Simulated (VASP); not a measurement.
Set up this calculation in VASP 6.6.1, as the native input.

- Task: single point
- Functional: PBEsol
- Potentials or basis: VASP PAW PBE potentials, release 64 (Sr_sv)
- Cutoff: 520 eV
- k mesh: 7 × 7 × 7
- Occupations: fermi-dirac, width 0.1 eV
- Spin: no spin polarisation
- Dipole correction: no
- Further INCAR settings: ALGO = Normal; EDIFF = 1e-07; NBANDS = 17

The structure of Sr lies in POSCAR:

```
Sr
1.0
    0.0000000000      4.8038873120      4.8038873120
    4.8038873120      0.0000000000      4.8038873120
    4.8038873120      4.8038873120      0.0000000000
Sr
2
Direct
    0.1250000000      0.1250000000      0.1250000000
    0.8750000000      0.8750000000      0.8750000000
```

This cell differs from its parent crystal: volume scaled by 1.08.

The input as run:

INCAR

```
SYSTEM = Sr
ALGO = Normal
EDIFF = 1E-7
ENCUT = 520
GGA = PS
ISIF = 2
ISMEAR = -1
LASPH = .True.
LCHARG = .False.
LREAL = .False.
LWAVE = .False.
NBANDS = 17
NELM = 100
PREC = Accurate
SIGMA = 0.1
```

KPOINTS

```
k-points
0
Gamma
  7 7 7
  0 0 0
```

Potentials or basis: VASP PAW PBE potentials, release 64 (Sr_sv).

Run with:

```console
$ cat potpaw_PBE.64/Sr_sv/POTCAR > POTCAR
$ mpirun -np 1 vasp_std > vasp.out
```

It gave:

The pressure is -0.2 GPa and the band gap on the k mesh is zero (band 10 reaches 0.27 eV, above the bottom of band 11 at -0.44 eV).

Caveat: the PAW data sets were made with another functional, which shifts forces and pressure a little.

Wall time 53 s on 1 thread of AMD EPYC 9R45 96-Core Processor (Zen 5), on a shared host, peak memory 0.37 GiB.
